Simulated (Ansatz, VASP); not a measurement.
## SiC: VASP beside Ansatz

```
Si C
1.0
     3.12467    0.00000    0.00000
    -1.56233    2.70604    0.00000
     0.00000    0.00000   10.22936
Si C
4 4
Direct
  0.00000 0.00000 0.99985
  0.33333 0.66667 0.24991
  0.00000 0.00000 0.49985
  0.66667 0.33333 0.74991
  0.00000 0.00000 0.18731
  0.33333 0.66667 0.43794
  0.00000 0.00000 0.68731
  0.66667 0.33333 0.93794
```

Alike in both runs: task single point; functional PBE; k mesh 9 × 9 × 2; no spin polarisation.

```csv
,VASP,Ansatz
version,VASP 6.6.1,Ansatz 0.2.0
potentials or method,"VASP PAW PBE potentials, release 64 (Si, C)","plane waves, PAW"
plane-wave cutoff (eV),520,420
occupations,"gaussian, width 0.01 eV",fixed
valence electrons in the cell,32,32
```

|  | VASP | Ansatz | Ansatz less VASP |
| --- | --- | --- | --- |
| gap on the k mesh at the Fermi level (eV) | 2.32 | 2.32 | +0.001 |
| pressure (GPa) | -6.0 | -5.9 | +0.04 |
| traceless stress, the component that is largest in VASP (GPa) | 0.06 | 0.06 | -0.002 |
| rms of the force components (eV/Å) | 0.004 | 0.004 | -0.0004 |

Atom by atom the forces differ by 0.000 eV/Å (rms over components).
